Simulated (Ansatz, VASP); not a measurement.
## Two plane-wave programs on Ge

The input POSCAR:

```
Ge
1.0
    1.4880529250     -2.5946896100      0.0000000000
    1.4880529250      2.5946896100      0.0000000000
    0.0000000000      0.0000000000      4.7275957900
Ge
2
Direct
    0.3334466300      0.6665533700      0.2500000000
    0.6665533700      0.3334466300      0.7500000000
```

File INCAR.step1:

```
PREC     = Accurate       # precision mode
ENCUT    = 520            # plane-wave cutoff, eV
EDIFF    = 1E-5           # SCF threshold, eV
ISMEAR   = -1             # smearing method
SIGMA    = 0.05           # smearing width, eV
LREAL    = F              # projectors in reciprocal space
LASPH    = T              # aspherical terms in the spheres
NELM     = 100            # most SCF steps
ALGO     = Normal         # electronic algorithm
ISIF     = 2              # what is computed and relaxed
LWAVE    = T              # write WAVECAR
LCHARG   = F              # write CHGCAR
NBANDS   = 21             # bands
GGA      = PE             # functional
```

INCAR.step2

```
PREC     = Accurate       # precision mode
ENCUT    = 520            # plane-wave cutoff, eV
EDIFF    = 1E-6           # SCF threshold, eV
ISMEAR   = -1             # smearing method
SIGMA    = 0.05           # smearing width, eV
LREAL    = F              # projectors in reciprocal space
LASPH    = T              # aspherical terms in the spheres
NELM     = 100            # most SCF steps
ALGO     = Normal         # electronic algorithm
ISIF     = 2              # what is computed and relaxed
LWAVE    = F              # write WAVECAR
LCHARG   = F              # write CHGCAR
GGA      = PE             # functional
LHFCALC  = T              # exact exchange
AEXX     = 1.0            # exact-exchange fraction
ALDAC    = 0.0          
AGGAC    = 0.0          
PRECFOCK = Normal       
NBANDS   = 21             # bands
ISTART   = 1
```

The input KPOINTS:

```
regular mesh
0
Gamma
  5 5 3
```

File input:

```
crystal:
  lattice:
    - [1.488052925, -2.59468961, 0.0]
    - [1.488052925, 2.59468961, 0.0]
    - [0.0, 0.0, 4.72759579]
  atoms:
    - { symbol: Ge, position: [0.33344663, 0.66655337, 0.25] }
    - { symbol: Ge, position: [0.66655337, 0.33344663, 0.75] }
hamiltonian:
  xc: hf
  pseudopotentials: { kind: paw }
kpoints:
  mp_grid: { grid: [5, 5, 3] }
scf:
  occupations: { method: fermi_dirac, width: 0.05 }
output:
  forces: true
  stress: true
  eigenvalues: true
  write_density: true
  write_potential: true
  elf: true
  volumetric_format: npy
```

Alike in both runs: task single point; functional HF; k mesh 5 × 5 × 3; occupations fermi-dirac, width 0.05 eV; no spin polarisation.

|  | VASP | Ansatz |
| --- | --- | --- |
| version | VASP 6.6.1 | Ansatz 0.2.0 |
| potentials or method | VASP PAW PBE potentials, release 64 (Ge_d) | Ansatz PAW |
| plane-wave cutoff (eV) | 520 | 420 |
| valence electrons in the cell | 28 | 28 |

|  | VASP | Ansatz | Ansatz less VASP |
| --- | --- | --- | --- |
| gap on the k mesh at the Fermi level (eV) | none | none | - |
| pressure (GPa) | 10.1 | 10.8 | +0.72 |
| traceless stress, the component that is largest in VASP (GPa) | 7.80 | 7.45 | -0.352 |
| rms of the force components (eV/Å) | 0.065 | 0.054 | -0.0106 |

VASP's potentials were made for PBE, not for HF. Atom by atom the forces differ by 0.011 eV/Å (rms over components). A gap of «none» marks a metal or a gap that the smearing closes.

The k mesh is coarse, so the values compare programs but aren't converged.
